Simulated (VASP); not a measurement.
Cd2Se3, 5 atoms in the cell. It takes space group P-3m1 (No. 164, trigonal). The conventional cell has a = 3.978 Å, b = 3.978 Å, c = 8.814 Å, α = 90.00°, β = 90.00°, γ = 120.00°. Cd (site symmetry 3m) has 6 Se at 2.75 to 2.88 Å within 3.6 Å. Within 3.6 Å of Se (site symmetry 3m) lie 3 Cd at 2.75 Å and 3 Se at 3.26 Å. Se (site symmetry -3m) has 6 Cd at 2.88 Å within 3.8 Å. 

| Quantity | Value |
| --- | --- |
| Program | VASP 6.6.1 |
| Task | relaxation of cell and atoms |
| Functional | PBE |
| Potentials or basis | VASP PAW PBE potentials, release 64 (Cd, Se) |
| Cutoff | 600 eV |
| k mesh | 12 × 12 × 4 |
| Occupations | gaussian, width 0.1 eV |
| Spin | no spin polarisation |
| Dipole correction | no |
| Further INCAR settings | ALGO = Normal; EDIFF = 1e-07; IBRION = 2; EDIFFG = -0.01; NSW = 100; ISIF = 3 |

Potentials or basis: VASP PAW PBE potentials, release 64 (Cd, Se).

The run is started by

```bash
$ cat potpaw_PBE.64/Cd/POTCAR potpaw_PBE.64/Se/POTCAR > POTCAR
$ mpirun -np 1 vasp_std > vasp.out
```

Hardware: 1 thread of Intel(R) Xeon(R) 6975P-C (Granite Rapids), on a shared host.

Q: Estimate the wall time of this run.

A: It took 5.4 min on 1 thread of Intel(R) Xeon(R) 6975P-C (Granite Rapids) (shared host), peak memory 0.43 GiB. Counts: scf iterations 57, k points 69, ion steps 7.
